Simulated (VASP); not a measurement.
Write the native input for VASP 6.6.1 that does the following.

| Quantity | Value |
| --- | --- |
| Task | single point |
| Functional | PBE |
| Potentials or basis | VASP PAW PBE potentials, release 64 (Li_sv, Os) |
| Cutoff | 520 eV |
| k mesh | 9 × 9 × 2 |
| Occupations | gaussian, width 0.1 eV |
| Spin | no spin polarisation |
| Dipole correction | no |
| Further INCAR settings | ALGO = Normal; EDIFF = 1e-06; NBANDS = 16 |

The structure of Li3Os lies in POSCAR:

```
Li3Os
1.0
    2.6817408401      0.0000000000      0.0000000000
   -1.3408704200      2.3224556939      0.0000000000
    0.0000000000      0.0000000000      9.6939048799
Li Os
3 1
Direct
    0.6666666667      0.3333333333      0.7300129300
    0.0000000000      0.0000000000      0.0000000000
    0.3333333333      0.6666666667      0.2699870700
    0.0000000000      0.0000000000      0.5000000000
```

The cell was generated, and may not be a known phase.

The input as run:

INCAR

```
SYSTEM = Li3Os
ALGO     = Normal         ! electronic algorithm
EDIFF    = 1E-6           ! SCF threshold, eV
ENCUT    = 520            ! plane-wave cutoff, eV
GGA      = PE             ! functional
ISIF     = 2              ! what is computed and relaxed
ISMEAR   = 0              ! smearing method
LASPH    = .True.         ! aspherical terms in the spheres
LCHARG   = .False.        ! write CHGCAR
LREAL    = .False.        ! projectors in reciprocal space
LWAVE    = .False.        ! write WAVECAR
NBANDS   = 16             ! bands
NELM     = 80             ! most SCF steps
PREC     = Accurate       ! precision mode
SIGMA    = 0.1            ! smearing width, eV
```

KPOINTS

```
k-points
0
Gamma
  9 9 2
  0 0 0
```

Potentials or basis: VASP PAW PBE potentials, release 64 (Li_sv, Os).

The run is started by

```bash
$ cat potpaw_PBE.64/Li_sv/POTCAR potpaw_PBE.64/Os/POTCAR > POTCAR
$ mpirun -np 1 vasp_std > vasp.out
```

Results of the run:

The largest force is 0.011 eV/Å and the band gap on the k mesh is zero (an odd number of electrons rules out a gap without spin polarisation).

Caveat: spin-orbit coupling is left out, which moves the levels of the heavy elements.

It took 39 s on 1 thread of Intel Xeon 8259CL, on a shared host, peak memory 0.18 GiB.
